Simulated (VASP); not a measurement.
# AlZn2O (R-3m) in VASP: single point with PBE

Aim: the single point of AlZn2O with PBE.

Program: VASP 6.6.1. These are calculated values, not measurements. Logs are shortened: lines on timing, memory, paths and dates and some standing lists are left out, and cuts for length are marked.

## (1) The cell of the first run

It takes space group R-3m (No. 166, trigonal). The conventional cell has a = 3.028 Å, b = 3.028 Å, c = 20.290 Å, α = 90.00°, β = 90.00°, γ = 120.00°. Within 3.6 Å of Al (site symmetry -3m) lie 6 Zn at 2.71 Å and 6 Al at 3.03 Å. Within 2.9 Å of Zn (site symmetry 3m) lie 3 O at 2.18 Å and 3 Al at 2.71 Å. Within 2.9 Å of O (site symmetry -3m) lie 6 Zn at 2.18 Å.

## (2) Single point, PBE

INCAR reads:

```
ALGO = Normal ; EDIFF = 1E-6
ENCUT = 520 ; GGA = PE
ISIF = 2 ; ISMEAR = 0
LASPH = True ; LCHARG = False
LREAL = False ; LWAVE = False
NBANDS = 24 ; NELM = 100
PREC = Accurate ; SIGMA = 0.1
```

KPOINTS reads:

```
k-points
0
Gamma
  18 18 18
```

POSCAR reads:

```
AlZn2O
1.0
    1.5140659231      0.8741463683      6.7632833171
   -1.5140659231      0.8741463683      6.7632833171
    0.0000000000     -1.7482927365      6.7632833171
Al Zn O
1 2 1
Direct
    0.0000000000      0.0000000000      0.0000000000
    0.7688692411      0.7688692411      0.7688692411
    0.2311307589      0.2311307589      0.2311307589
    0.5000000000      0.5000000000      0.5000000000
```

Potentials or basis: VASP PAW PBE potentials, release 64 (Al, Zn, O).

Run with:

```
$ cat potpaw_PBE.64/Al/POTCAR potpaw_PBE.64/Zn/POTCAR potpaw_PBE.64/O/POTCAR > POTCAR
$ mpirun -np 1 vasp_std > vasp.out
```

OUTCAR:

```text
EDIFF = 1E-6
   ENCUT = 520
   GGA = PE
   ISIF = 2
   ISMEAR = 0
   LASPH = True
   LREAL = False
   NELM = 100
   PREC = Accurate

 ion  position               nearest neighbor table
   1  0.000  0.000  0.000-   2 2.71   3 2.71   2 2.71   2 2.71   3 2.71   3 2.71
   2  0.769  0.769  0.769-   4 2.18   4 2.18   4 2.18   1 2.71   1 2.71   1 2.71
   3  0.231  0.231  0.231-   4 2.18   4 2.18   4 2.18   1 2.71   1 2.71   1 2.71
   4  0.500  0.500  0.500-   3 2.18   2 2.18   3 2.18   3 2.18   2 2.18   2 2.18

  LATTYP: Found a trigonal (rhomboedric) cell.
 ALAT       =     6.9855943713
 COS(alpha) =     0.9060465272

  Lattice vectors:

 A1 = (   1.5140659231,   0.8741463683,   6.7632833171)
 A2 = (  -1.5140659231,   0.8741463683,   6.7632833171)
 A3 = (   0.0000000000,  -1.7482927365,   6.7632833171)

Analysis of symmetry for initial positions (statically):
=====================================================================
 Subroutine PRICEL returns:
 Original cell was already a primitive cell.

 Routine SETGRP: Setting up the symmetry group for a
 trigonal (rhombohedral) supercell.

 Subroutine GETGRP returns: Found 12 space group operations
 (whereof 12 operations were pure point group operations)
 out of a pool of 12 trial point group operations.

The static configuration has the point symmetry D_3d.

Analysis of symmetry for dynamics (positions and initial velocities):
=====================================================================
 Subroutine PRICEL returns:
 Original cell was already a primitive cell.

 Routine SETGRP: Setting up the symmetry group for a
 trigonal (rhombohedral) supercell.

 Subroutine GETGRP returns: Found 12 space group operations
 (whereof 12 operations were pure point group operations)
 out of a pool of 12 trial point group operations.

The dynamic configuration has the point symmetry D_3d.

 Subroutine INISYM returns: Found 12 space group operations
 (whereof 12 operations are pure point group operations),
 and found     1 'primitive' translations

----------------------------------------------------------------------------------------

                                     Primitive cell

  volume of cell :      53.7079

  direct lattice vectors                    reciprocal lattice vectors
     1.514065923  0.874146368  6.763283317     0.330236611  0.190662197  0.049285727
    -1.514065923  0.874146368  6.763283317    -0.330236611  0.190662197  0.049285727
     0.000000000 -1.748292737  6.763283317     0.000000000 -0.381324393  0.049285727

  length of vectors
     6.985594371  6.985594371  6.985594371     0.384496262  0.384496262  0.384496262

  position of ions in fractional coordinates (direct lattice)
     0.000000000  0.000000000  0.000000000
     0.768869241  0.768869241  0.768869241
     0.231130759  0.231130759  0.231130759
     0.500000000  0.500000000  0.500000000

  ion indices of the primitive-cell ions
   primitive index   ion index
                 1           1
                 2           2
                 3           3
                 4           4

----------------------------------------------------------------------------------------

 KPOINTS: k-points

Automatic generation of k-mesh.
 Grid dimensions read from file:
 generate k-points for:   18   18   18

 Generating k-lattice:

  Cartesian coordinates                     Fractional coordinates (reciprocal lattice)
     0.018346478  0.010592344  0.002738096     0.055555556  0.000000000  0.000000000
    -0.018346478  0.010592344  0.002738096     0.000000000  0.055555556  0.000000000
     0.000000000 -0.021184689  0.002738096     0.000000000  0.000000000  0.055555556

  Length of vectors
     0.021360903  0.021360903  0.021360903

  Shift w.r.t. Gamma in fractional coordinates (k-lattice)
     0.000000000  0.000000000  0.000000000

 Subroutine IBZKPT returns following result:
 ===========================================

 Found    580 irreducible k-points:

 Following reciprocal coordinates:
            Coordinates               Weight
  0.000000  0.000000  0.000000      1.000000
  0.055556  0.000000  0.000000      6.000000
  0.111111  0.000000  0.000000      6.000000
  0.166667  0.000000  0.000000      6.000000
  0.222222  0.000000  0.000000      6.000000
  0.277778 -0.000000  0.000000      6.000000
[... 16 lines left out ...]
 -0.277778  0.055556  0.000000     12.000000
 -0.222222  0.055556 -0.000000     12.000000
 [... further k-points ...]
   k-points           NKPTS =    580   k-points in BZ     NKDIM =    580   number of bands    NBANDS=     24
   number of dos      NEDOS =    301   number of ions     NIONS =      4
   total plane-waves  NPLWV = 157464
   dimension x,y,z NGX =    54 NGY =   54 NGZ =   54
   dimension x,y,z NGXF=   108 NGYF=  108 NGZF=  108
   ions per type =               1   2   1
   NGX,Y,Z   is equivalent  to a cutoff of  12.85, 12.85, 12.85 a.u.
   NGXF,Y,Z  is equivalent  to a cutoff of  25.70, 25.70, 25.70 a.u.
 SYSTEM =  unknown system
   PREC   = accura    normal or accurate (medium, high low for compatibility)
   ISTART =      0    job   : 0-new  1-cont  2-samecut
   ICHARG =      2    charge: 1-file 2-atom 10-const
   ISPIN  =      1    spin polarized calculation?
   LNONCOLLINEAR =      F non collinear calculations
   LSORBIT =      F    spin-orbit coupling
   LASPH  =      T    aspherical Exc in radial PAW
   ENCUT  =  520.0 eV  38.22 Ry    6.18 a.u.  12.99 12.99 12.99*2*pi/ulx,y,z
   NELM   =    100;   NELMIN=  2; NELMDL= -5     # of ELM steps
   EDIFF  = 0.1E-05   stopping-criterion for ELM
   LREAL  =      F    real-space projection
   EDIFFG = 0.1E-04   stopping-criterion for IOM
   NSW    =      0    number of steps for IOM
   IBRION =     -1    ionic relax: 0-MD 1-quasi-New 2-CG
   NFREE  =      0    steps in history (QN), initial steepest desc. (CG)
   ISIF   =      2    stress and relaxation
   ISYM   =      2    0-nonsym 1-usesym 2-fastsym
   POTIM  = 0.5000    time-step for ionic-motion
   TEBEG  =    0.0;   TEEND  =   0.0 temperature during run
   PSTRESS=    0.0 pullay stress
   NELECT =      33.0000    total number of electrons
   NUPDOWN=      -1.0000    fix difference up-down
   EMIN   =  10.00;   EMAX   =-10.00  energy-range for DOS
   EFERMI =   0.00;   METHOD = LEGACY
   ISMEAR =     0;   SIGMA  =   0.10  broadening in eV -4-tet -1-fermi 0-gaus
   EFERMI_NEDOS =   21; number of points for ismear=-14 and -15
   IALGO  =     38    algorithm
   IMIX   =      4    mixing-type and parameters
     AMIX     =   0.40;   BMIX     =  1.00
     AMIX_MAG =   1.60;   BMIX_MAG =  1.00
  volume/ion in A,a.u.               =      13.43        90.61
  Fermi-wavevector in a.u.,A,eV,Ry     =   1.391768  2.630060 26.354737  1.937019
  Thomas-Fermi vector in A             =   2.515575
   LORBIT       =      0    0 simple, 1 ext, 2 COOP (PROOUT), +10 PAW based schemes
   GGA     = PE    functional components
   LHFCALC =     F    Hartree Fock is set to
   AEXX    =    0.0000 exact exchange contribution
   IVDW    =     0    specifies the selected vdW correction
   LEPSILON=     F    determine dielectric tensor
   LRPA    =     F    only Hartree local field effects (RPA)
 non-spin polarized calculation
 Gauss-broadening in eV      SIGMA  =   0.10
  energy-cutoff  :      520.00
  volume of cell :       53.71
 maximum number of plane-waves:      1471
 NGX is ok and might be reduce to    54
   NGX = 25   NGY = 25   NGZ = 25

 number of electron      33.0000012 magnetization

 Free energy of the ion-electron system (eV)
  ---------------------------------------------------
  ext. energy  EPLUGINS =         0.00000000
  ---------------------------------------------------
  free energy    TOTEN  =       -13.00800360 eV

  energy without entropy =      -13.00353851  energy(sigma->0) =      -13.00577106

 E-fermi :   4.9351     XC(G=0): -11.1806

 val. band max:        4.9350548314   @ k =  -0.4444   0.2778  -0.0000
 cond. band min:       4.9393077327   @ k =  -0.1111   0.0556   0.0556
 fundamental gap:      0.0042529013
 Fermi energy:         4.9351127510

 k-point     1 :       0.0000    0.0000    0.0000
  band No.  band energies     occupation
      1     -14.7020      2.00000
      2      -4.6326      2.00000
      3      -3.8719      2.00000
      4      -2.6707      2.00000
      5      -2.6707      2.00000
      6      -2.4863      2.00000
[... 16 lines left out ...]
     23      15.0018      0.00000
     24      17.7684      0.00000

 k-point     2 :       0.0556    0.0000    0.0000
  band No.  band energies     occupation
      1     -14.6806      2.00000
      2      -4.5865      2.00000
      3      -3.8172      2.00000
      4      -2.6728      2.00000
      5      -2.6631      2.00000
      6      -2.4767      2.00000
[... 16 lines left out ...]
     23      15.7915      0.00000
     24      16.9443      0.00000

 k-point     3 :       0.1111    0.0000    0.0000
  band No.  band energies     occupation
      1     -14.6182      2.00000
      2      -4.4483      2.00000
      3      -3.6658      2.00000
      4      -2.6821      2.00000
      5      -2.6434      2.00000
      6      -2.4567      2.00000
[... 16 lines left out ...]
     23      15.6824      0.00000
     24      16.1089      0.00000

 k-point     4 :       0.1667    0.0000    0.0000
  band No.  band energies     occupation
      1     -14.5207      2.00000
      2      -4.2222      2.00000
      3      -3.4569      2.00000
      4      -2.7090      2.00000
      5      -2.6204      2.00000
      6      -2.4620      2.00000
[... 16 lines left out ...]
     23      14.7122      0.00000
     24      15.7997      0.00000

 k-point     5 :       0.2222    0.0000    0.0000
  band No.  band energies     occupation
      1     -14.3975      2.00000
      2      -3.9276      2.00000
      3      -3.2519      2.00000
      4      -2.7673      2.00000
      5      -2.6066      2.00000
      6      -2.4960      2.00000
[... 451 lines left out ...]
 k-point    22 :      -0.3333    0.0556   -0.0000
  band No.  band energies     occupation
      1     -14.0621      2.00000
      2      -3.4344      2.00000
      3      -2.9796      2.00000
      4      -2.7381      2.00000
      5      -2.6605      2.00000
      6      -2.5487      2.00000
[... 16 lines left out ...]
     23      13.5913      0.00000
     24      13.9762      0.00000

 k-point    23 :      -0.2778    0.0556    0.0000
  band No.  band energies     occupation
      1     -14.1843      2.00000
      2      -3.5281      2.00000
      3      -2.9806      2.00000
      4      -2.8456      2.00000
      5      -2.6349      2.00000
      6      -2.5287      2.00000
[... 16 lines left out ...]
     23      13.8666      0.00000
     24      14.0581      0.00000

 k-point    24 :      -0.2222    0.0556   -0.0000
  band No.  band energies     occupation
      1     -14.3186      2.00000
      2      -3.7627      2.00000
      3      -3.1265      2.00000
      4      -2.7837      2.00000
      5      -2.6199      2.00000
      6      -2.5019      2.00000
[... 16 lines left out ...]
     23      14.0071      0.00000
     24      14.5476      0.00000

 [... further k-points ...]
[... 5 lines left out ...]
  --------------------------------------------------------------------------------------
  -------------------------------------------------------------------------------------
  Total        0.1157515      0.1157515      0.1238316      0.0000000      0.0000000      0.0000000
  in kB        3.4530229      3.4530229      3.6940638      0.0000000      0.0000000      0.0000000
  external PRESSURE =       3.5333699 kB  Pullay stress =       0.0000000 kB

 VOLUME and BASIS-vectors are now :
 -----------------------------------------------------------------------------
  energy-cutoff  :      520.00
  volume of cell :       53.71
      direct lattice vectors                 reciprocal lattice vectors
     1.514065923  0.874146368  6.763283317     0.330236611  0.190662197  0.049285727
    -1.514065923  0.874146368  6.763283317    -0.330236611  0.190662197  0.049285727
     0.000000000 -1.748292737  6.763283317     0.000000000 -0.381324393  0.049285727

 POSITION                                       TOTAL-FORCE (eV/Angst)
 -----------------------------------------------------------------------------------
      0.00000      0.00000      0.00000        -0.000000      0.000000      0.000000
      0.00000      0.00000     15.60024        -0.000000     -0.000000     -0.045131
      0.00000      0.00000      4.68961        -0.000000      0.000000      0.045131
      0.00000      0.00000     10.14492         0.000000      0.000000      0.000000
 -----------------------------------------------------------------------------------
    total drift:                               -0.000000     -0.000000      0.000000

  FREE ENERGIE OF THE ION-ELECTRON SYSTEM (eV)
  ---------------------------------------------------
  free  energy   TOTEN  =       -13.0080036046 eV

  energy  without entropy=      -13.0035385082  energy(sigma->0) =      -13.00577106
```

It took 37 min on 1 thread of AMD EPYC 9R45 (Zen 5), shared host; peak memory 0.9 GiB.

What came out:

* Free energy: -13.0080 eV
* Pressure: 0.4 GPa
* Largest force: 0.045 eV/Å

Forces in eV/Å, atoms in the order of the input:
```
Al   0.000  0.000  0.000
Zn   0.000  0.000 -0.045
Zn   0.000  0.000  0.045
O    0.000  0.000  0.000
```

Levels at points of the mesh, in eV from the Fermi level:
```tsv
k point	band 13	band 14	band 15	band 16	band 17	band 18	band 19	band 20
(0.00, 0.00, 0.00)	-6.76	-2.80	-2.58	-2.58	-1.31	5.75	7.22	9.99
(0.50, 0.00, 0.00)	-4.99	-3.96	-3.26	-2.86	-1.11	1.07	3.22	5.13
(0.50, 0.50, 0.00)	-5.05	-3.80	-3.30	-3.28	-0.50	0.61	3.49	5.62
(0.50, 0.50, 0.50)	-6.10	-5.02	-2.58	-2.58	1.86	2.11	9.76	9.76
```

Caveat: an odd number of electrons without spin polarisation forces a metal; a magnetic or distorted state may lie lower.
